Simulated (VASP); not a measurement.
SiO2, 6 atoms in the cell. Symmetry: P4_2/mnm, No. 136, tetragonal system. The conventional cell has a = 4.227 Å, b = 4.227 Å, c = 2.696 Å, α = 90.00°, β = 90.00°, γ = 90.00°. Within 2.4 Å of Si (site symmetry mmm) lie 6 O at 1.77 to 1.84 Å. O (site symmetry m2m) has 3 Si at 1.77 to 1.84 Å and 1 O at 2.31 Å within 2.4 Å.  This cell differs from its parent crystal: strain +1.0%.

* Program: VASP 6.6.1
* Task: single point
* Functional: PBE
* Potentials or basis: VASP PAW PBE potentials, release 64 (Si, O)
* Cutoff: 520 eV
* k mesh: 6 × 6 × 10
* Occupations: fermi-dirac, width 0.02 eV
* Spin: no spin polarisation
* Dipole correction: no
* Further INCAR settings: ALGO = Normal; EDIFF = 1e-06; NBANDS = 25

Potentials or basis: VASP PAW PBE potentials, release 64 (Si, O).

The run is started by

```console
$ cat potpaw_PBE.64/Si/POTCAR potpaw_PBE.64/O/POTCAR > POTCAR
$ mpirun -np 1 vasp_std > vasp.out
```

Hardware: 1 thread of Intel(R) Xeon(R) Platinum 8488C (Sapphire Rapids), with other jobs on the host.

Q: How long does it take, and how much memory?

A: Wall time 28 s on 1 thread of Intel(R) Xeon(R) Platinum 8488C (Sapphire Rapids), with other jobs on the host, peak memory 0.18 GiB. Counts: scf iterations 13, k points 60.
